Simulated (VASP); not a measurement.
# TiC (Fm-3m) in VASP: notebook

TiC is run at these levels: PBE; tasks: single point.

Program: VASP 6.6.1. These are calculated values, not measurements. Logs are shortened: lines on timing, memory, paths and dates and some standing lists are left out, and cuts for length are marked.

### Step 1. The cell of the first run

Symmetry: Fm-3m, No. 225, cubic system. The conventional cell has a = 4.319 Å, b = 4.319 Å, c = 4.319 Å, α = 90.00°, β = 90.00°, γ = 90.00°. Ti (site symmetry m-3m) has 6 C at 2.16 Å within 2.9 Å. C (site symmetry m-3m) has 6 Ti at 2.16 Å within 2.9 Å.

### Step 2. Single point, PBE

INCAR

```
SYSTEM = TiC
  PREC = Accurate
  ENCUT = 520
  EDIFF = 1E-6
  ISMEAR = -1
  SIGMA = 0.15
  LREAL = .False.
  LASPH = .True.
  NELM = 80
  ALGO = Normal
  ISIF = 2
  LWAVE = .False.
  LCHARG = .False.
  GGA = PE
  NBANDS = 15
```

KPOINTS

```
Automatic mesh
0
Gamma
  7 7 7
  0 0 0
```

POSCAR

```
TiC
1.0
    3.0537110000      0.0000000000      0.0000000000
    1.5268555000      2.6445913018      0.0000000000
    1.5268555000      0.8815304339      2.4933445906
Ti C
1 1
Direct
    0.0000000000      0.0000000000      0.0000000000
    0.5000000000      0.5000000000      0.5000000000
```

Potentials or basis: VASP PAW PBE potentials, release 64 (Ti_sv, C).

Started as:

```sh
$ cat potpaw_PBE.64/Ti_sv/POTCAR potpaw_PBE.64/C/POTCAR > POTCAR
$ mpirun -np 1 vasp_std > vasp.out
```

OUTCAR:

```text
SYSTEM = TiC
   PREC = Accurate
   ENCUT = 520
   EDIFF = 1E-6
   ISMEAR = -1
   LREAL = .False.
   LASPH = .True.
   NELM = 80
   ISIF = 2
   GGA = PE

 ion  position               nearest neighbor table
   1  0.000  0.000  0.000-   2 2.16   2 2.16   2 2.16   2 2.16   2 2.16   2 2.16
   2  0.500  0.500  0.500-   1 2.16   1 2.16   1 2.16   1 2.16   1 2.16   1 2.16

  LATTYP: Found a face centered cubic cell.
 ALAT       =     4.3185995117

  Lattice vectors:

 A1 = (   3.0537110000,   0.0000000000,   0.0000000000)
 A2 = (   1.5268555000,   2.6445913018,   0.0000000000)
 A3 = (   1.5268555000,   0.8815304339,   2.4933445906)

Analysis of symmetry for initial positions (statically):
=====================================================================
 Subroutine PRICEL returns:
 Original cell was already a primitive cell.

 Routine SETGRP: Setting up the symmetry group for a
 face centered cubic supercell.

 Subroutine GETGRP returns: Found 48 space group operations
[... 9 lines left out ...]

 Routine SETGRP: Setting up the symmetry group for a
 face centered cubic supercell.

 Subroutine GETGRP returns: Found 48 space group operations
 (whereof 48 operations were pure point group operations)
 out of a pool of 48 trial point group operations.

The dynamic configuration has the point symmetry O_h .

 Subroutine INISYM returns: Found 48 space group operations
 (whereof 48 operations are pure point group operations),
 and found     1 'primitive' translations

----------------------------------------------------------------------------------------

                                     Primitive cell

  volume of cell :      20.1358

  direct lattice vectors                    reciprocal lattice vectors
     3.053711000  0.000000000  0.000000000     0.327470412 -0.189065131 -0.133689236
     1.526855500  2.644591302  0.000000000     0.000000000  0.378130261 -0.133689236
     1.526855500  0.881530434  2.493344591     0.000000000  0.000000000  0.401067708

  length of vectors
     3.053711000  3.053711000  3.053711000     0.401067708  0.401067708  0.401067708

  position of ions in fractional coordinates (direct lattice)
     0.000000000  0.000000000  0.000000000
     0.500000000  0.500000000  0.500000000

  ion indices of the primitive-cell ions
   primitive index   ion index
                 1           1
                 2           2

----------------------------------------------------------------------------------------

 KPOINTS: Automatic mesh

Automatic generation of k-mesh.
 Grid dimensions read from file:
 generate k-points for:    7    7    7

 Generating k-lattice:

  Cartesian coordinates                     Fractional coordinates (reciprocal lattice)
     0.046781487 -0.027009304 -0.019098462     0.142857143  0.000000000 -0.000000000
     0.000000000  0.054018609 -0.019098462     0.000000000  0.142857143  0.000000000
     0.000000000  0.000000000  0.057295387     0.000000000  0.000000000  0.142857143

  Length of vectors
     0.057295387  0.057295387  0.057295387

  Shift w.r.t. Gamma in fractional coordinates (k-lattice)
     0.000000000  0.000000000  0.000000000

 Subroutine IBZKPT returns following result:
 ===========================================

 Found     20 irreducible k-points:

 Following reciprocal coordinates:
            Coordinates               Weight
  0.000000  0.000000  0.000000      1.000000
  0.142857 -0.000000  0.000000      8.000000
  0.285714  0.000000  0.000000      8.000000
  0.428571 -0.000000  0.000000      8.000000
  0.142857  0.142857 -0.000000      6.000000
  0.285714  0.142857  0.000000     24.000000
[... 12 lines left out ...]
 -0.428571  0.428571  0.142857     24.000000
 -0.285714  0.428571  0.142857     24.000000
   k-points           NKPTS =     20   k-points in BZ     NKDIM =     20   number of bands    NBANDS=     15
   number of dos      NEDOS =    301   number of ions     NIONS =      2
   total plane-waves  NPLWV =  13824
   dimension x,y,z NGX =    24 NGY =   24 NGZ =   24
   dimension x,y,z NGXF=    48 NGYF=   48 NGZF=   48
   ions per type =               1   1
   NGX,Y,Z   is equivalent  to a cutoff of  13.07, 13.07, 13.07 a.u.
   NGXF,Y,Z  is equivalent  to a cutoff of  26.13, 26.13, 26.13 a.u.
 SYSTEM =  TiC
   PREC   = accura    normal or accurate (medium, high low for compatibility)
   ISTART =      0    job   : 0-new  1-cont  2-samecut
   ICHARG =      2    charge: 1-file 2-atom 10-const
   ISPIN  =      1    spin polarized calculation?
   LNONCOLLINEAR =      F non collinear calculations
   LSORBIT =      F    spin-orbit coupling
   LASPH  =      T    aspherical Exc in radial PAW
   ENCUT  =  520.0 eV  38.22 Ry    6.18 a.u.   5.68  5.68  5.68*2*pi/ulx,y,z
   NELM   =     80;   NELMIN=  2; NELMDL= -5     # of ELM steps
   EDIFF  = 0.1E-05   stopping-criterion for ELM
   LREAL  =      F    real-space projection
   EDIFFG = 0.1E-04   stopping-criterion for IOM
   NSW    =      0    number of steps for IOM
   IBRION =     -1    ionic relax: 0-MD 1-quasi-New 2-CG
   NFREE  =      0    steps in history (QN), initial steepest desc. (CG)
   ISIF   =      2    stress and relaxation
   ISYM   =      2    0-nonsym 1-usesym 2-fastsym
   POTIM  = 0.5000    time-step for ionic-motion
   TEBEG  =    0.0;   TEEND  =   0.0 temperature during run
   PSTRESS=    0.0 pullay stress
   NELECT =      16.0000    total number of electrons
   NUPDOWN=      -1.0000    fix difference up-down
   EMIN   =  10.00;   EMAX   =-10.00  energy-range for DOS
   EFERMI =   0.00;   METHOD = LEGACY
   ISMEAR =    -1;   SIGMA  =   0.15  broadening in eV -4-tet -1-fermi 0-gaus
   EFERMI_NEDOS =   21; number of points for ismear=-14 and -15
   IALGO  =     38    algorithm
   IMIX   =      4    mixing-type and parameters
     AMIX     =   0.40;   BMIX     =  1.00
     AMIX_MAG =   1.60;   BMIX_MAG =  1.00
  volume/ion in A,a.u.               =      10.07        67.94
  Fermi-wavevector in a.u.,A,eV,Ry     =   1.516324  2.865436 31.283022  2.299237
  Thomas-Fermi vector in A             =   2.625729
   LORBIT       =      0    0 simple, 1 ext, 2 COOP (PROOUT), +10 PAW based schemes
   GGA     = PE    functional components
   LHFCALC =     F    Hartree Fock is set to
   AEXX    =    0.0000 exact exchange contribution
   IVDW    =     0    specifies the selected vdW correction
   LEPSILON=     F    determine dielectric tensor
   LRPA    =     F    only Hartree local field effects (RPA)
 non-spin polarized calculation
  energy-cutoff  :      520.00
  volume of cell :       20.14
 maximum number of plane-waves:       553
   NGX = 11   NGY = 11   NGZ = 11

 number of electron      16.0000002 magnetization

 Free energy of the ion-electron system (eV)
  ---------------------------------------------------
  ext. energy  EPLUGINS =         0.00000000
  ---------------------------------------------------
  free energy    TOTEN  =       -18.71562493 eV

  energy without entropy =      -18.68941383  energy(sigma->0) =      -18.70251938

 E-fermi :   9.4800     XC(G=0): -12.7437

 val. band max:        9.4173267153   @ k =   0.1429   0.1429  -0.0000
 cond. band min:       9.6800244769   @ k =   0.1429   0.1429  -0.0000
 fundamental gap:      0.2626977617
 Fermi energy:         9.4799506786

 k-point     1 :       0.0000    0.0000    0.0000
  band No.  band energies     occupation
      1     -47.0435      2.00000
      2     -23.0630      2.00000
      3     -23.0630      2.00000
      4     -23.0630      2.00000
      5      -2.9203      2.00000
      6      10.2156      0.01472
      7      10.2156      0.01472
      8      10.2156      0.01472
      9      11.2074      0.00002
     10      11.2074      0.00002
     11      11.2074      0.00002
     12      11.2509      0.00001
     13      11.2509      0.00001
     14      20.1323      0.00000
     15      23.5854      0.00000

 k-point     2 :       0.1429   -0.0000    0.0000
  band No.  band energies     occupation
      1     -47.0293      2.00000
      2     -23.1627      2.00000
      3     -23.0724      2.00000
      4     -23.0724      2.00000
      5      -2.4632      2.00000
      6       8.5979      1.99443
      7       9.0020      1.92065
      8       9.0020      1.92065
      9      10.7061      0.00056
     10      10.7061      0.00056
     11      11.8717      0.00000
     12      13.6264      0.00000
     13      13.6264      0.00000
     14      20.7945      0.00000
     15      23.6521      0.00000

 k-point     3 :       0.2857    0.0000    0.0000
  band No.  band energies     occupation
      1     -46.9973      2.00000
      2     -23.3811      2.00000
      3     -23.0933      2.00000
      4     -23.0933      2.00000
      5      -1.2388      2.00000
      6       6.1576      2.00000
      7       7.4921      2.00000
      8       7.4921      2.00000
      9      11.5357      0.00000
     10      11.5357      0.00000
     11      12.5679      0.00000
     12      15.9536      0.00000
     13      15.9536      0.00000
     14      20.2566      0.00000
     15      24.3932      0.00000
[... 271 lines left out ...]
 k-point    19 :      -0.4286    0.4286    0.1429
  band No.  band energies     occupation
      1     -46.9466      2.00000
      2     -23.4567      2.00000
      3     -23.2792      2.00000
      4     -23.2242      2.00000
      5      -0.2784      2.00000
      6       5.8524      2.00000
      7       6.9781      2.00000
      8       7.6768      1.99999
      9      10.9427      0.00012
     10      12.9206      0.00000
     11      13.2033      0.00000
     12      13.8315      0.00000
     13      15.6062      0.00000
     14      22.9482      0.00000
     15      23.7324      0.00000

 k-point    20 :      -0.2857    0.4286    0.1429
  band No.  band energies     occupation
      1     -46.9445      2.00000
      2     -23.3940      2.00000
      3     -23.3719      2.00000
      4     -23.2135      2.00000
      5       0.0096      2.00000
      6       5.9305      2.00000
      7       6.2714      2.00000
      8       7.1810      2.00000
      9      11.8733      0.00000
     10      12.4879      0.00000
     11      13.2631      0.00000
     12      14.8763      0.00000
     13      15.1294      0.00000
     14      22.8597      0.00000
     15      23.4651      0.00000

------------------------ aborting loop because EDIFF is reached ----------------------------------------

  FORCE on cell =-STRESS in cart. coord.  units (eV):
  Direction    XX          YY          ZZ          XY          YZ          ZX
  --------------------------------------------------------------------------------------
  -------------------------------------------------------------------------------------
  Total        0.3579808      0.3579808      0.3579808     -0.0000000     -0.0000000      0.0000000
  in kB       28.4840388     28.4840388     28.4840388     -0.0000000     -0.0000000      0.0000000
  external PRESSURE =      28.4840388 kB  Pullay stress =       0.0000000 kB

 VOLUME and BASIS-vectors are now :
 -----------------------------------------------------------------------------
  energy-cutoff  :      520.00
  volume of cell :       20.14
      direct lattice vectors                 reciprocal lattice vectors
     3.053711000  0.000000000  0.000000000     0.327470412 -0.189065131 -0.133689236
     1.526855500  2.644591302  0.000000000     0.000000000  0.378130261 -0.133689236
     1.526855500  0.881530434  2.493344591     0.000000000  0.000000000  0.401067708

 POSITION                                       TOTAL-FORCE (eV/Angst)
 -----------------------------------------------------------------------------------
      0.00000      0.00000      0.00000        -0.000000      0.000000      0.000000
      3.05371      1.76306      1.24667         0.000000     -0.000000      0.000000
 -----------------------------------------------------------------------------------
    total drift:                               -0.000000      0.000000      0.000000

  FREE ENERGIE OF THE ION-ELECTRON SYSTEM (eV)
  ---------------------------------------------------
  free  energy   TOTEN  =       -18.7156249252 eV

  energy  without entropy=      -18.6894138337  energy(sigma->0) =      -18.70251938
```

It took 16 s on 1 thread of AMD EPYC 7R13, shared host; peak memory 0.11 GiB.

Results:

```yaml
Free_energy: -18.7156 eV
Pressure: 2.8 GPa
Band_gap_on_the_k_mesh: zero (band 8 reaches 10.22 eV, above the bottom of band 9 at 9.11 eV)
```

Levels at points of the mesh, in eV from the Fermi level:
```csv
k point,band 5,band 6,band 7,band 8,band 9,band 10,band 11,band 12
"(0.00, 0.00, 0.00)",-12.40,0.74,0.74,0.74,1.73,1.73,1.73,1.77
```

### Step 3. Single point, PBE

INCAR

```
SYSTEM = TiC
  ALGO = Normal
  EDIFF = 1E-7
  ENCUT = 520
  GGA = PE
  ISIF = 2
  ISMEAR = -1
  LASPH = .TRUE.
  LCHARG = .TRUE.
  LELF = .TRUE.
  LREAL = .FALSE.
  LVHAR = .TRUE.
  LWAVE = .FALSE.
  NBANDS = 15
  NELM = 100
  PREC = Accurate
  SIGMA = 0.15
```

KPOINTS

```
k-points
0
G
  9 9 9
  0 0 0
```

POSCAR is that of step 2.

Potentials or basis: VASP PAW PBE potentials, release 64 (Ti_sv, C).

Started as:

```sh
$ cat potpaw_PBE.64/Ti_sv/POTCAR potpaw_PBE.64/C/POTCAR > POTCAR
$ mpirun -np 1 vasp_std > vasp.out
```

Wall time 33 s (1 thread of AMD EPYC 7R13, shared host); peak memory 0.11 GiB.

Results (log left out):

```yaml
Free_energy: -18.7175 eV
Pressure: 2.8 GPa
Band_gap_on_the_k_mesh: zero (band 8 reaches 10.22 eV, above the bottom of band 9 at 9.15 eV)
```

Levels at points of the mesh, in eV from the Fermi level:
```
           k point  band 4  band 5  band 6  band 7  band 8  band 9  band 10  band 11  band 12  band 13
(0.00, 0.00, 0.00)  -32.58  -12.44    0.70    0.70    0.70    1.69     1.69     1.69     1.74     1.74
```
